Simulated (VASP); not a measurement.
Set up this calculation in VASP 6.6.1, as the native input.

```
Task                   : single point
Functional             : PBE
Potentials or basis    : VASP PAW PBE potentials, release 64 (Cr_pv, Br)
Cutoff                 : 520 eV
k mesh                 : 16 × 16 × 16
Occupations            : gaussian, width 0.1 eV
Spin                   : collinear spin, ferromagnetic start
Starting moments       : [4.74, 0.0] μB
Dipole correction      : no
Further INCAR settings : ALGO = Normal; EDIFF = 1e-06; NBANDS = 20
```

The structure of CrBr lies in POSCAR:

```
CrBr
1.0
    0.0000000000      2.8838466384      2.8838466384
    2.8838466384      0.0000000000      2.8838466384
    2.8838466384      2.8838466384      0.0000000000
Cr Br
1 1
Direct
    0.0000000000      0.0000000000      0.0000000000
    0.5000000000      0.5000000000      0.5000000000
```

These files were run (other wordings do the same):

INCAR

```
SYSTEM = CrBr
PREC     = Accurate       ! precision mode
ENCUT    = 520            ! plane-wave cutoff, eV
EDIFF    = 1E-6           ! SCF threshold, eV
ISMEAR   = 0              ! smearing method
SIGMA    = 0.1            ! smearing width, eV
LREAL    = .FALSE.        ! projectors in reciprocal space
LASPH    = .TRUE.         ! aspherical terms in the spheres
NELM     = 150            ! most SCF steps
ALGO     = Normal         ! electronic algorithm
ISIF     = 2              ! what is computed and relaxed
LWAVE    = .FALSE.        ! write WAVECAR
LCHARG   = .FALSE.        ! write CHGCAR
ISPIN    = 2              ! spin polarisation
MAGMOM   = 4.74 0         ! initial moments
LORBIT   = 11             ! projections on sites
LMAXMIX  = 4              ! l up to which the mixer works
GGA      = PE             ! functional
NBANDS   = 20             ! bands
```

KPOINTS

```
regular mesh
0
G
  16 16 16
  0 0 0
```

Potentials or basis: VASP PAW PBE potentials, release 64 (Cr_pv, Br).

Run with:

```console
$ cat potpaw_PBE.64/Cr_pv/POTCAR potpaw_PBE.64/Br/POTCAR > POTCAR
$ mpirun -np 1 vasp_std > vasp.out
```

Results of the run:

```json
{
 "Pressure": "0.0 GPa",
 "Band gap on the k mesh": "zero (filled and empty bands overlap)",
 "Net moment": "4.99 μB per cell",
 "Site moments": "Cr +4.29; Br +0.03 μB",
 "Valence electrons inside the program's atomic spheres": "Cr 10.53; Br 4.86"
}
```

Caveat: an empty level that is flat over the whole mesh can mark a ghost state of the potentials, or a narrow d or f band; semilocal functionals often make such compounds metallic where correlation or magnetic order opens a gap, which also shifts bond lengths.

Wall time 2.1 min on 1 thread of Intel(R) Xeon(R) 6975P-C (Granite Rapids) (shared host), peak memory 0.34 GiB.
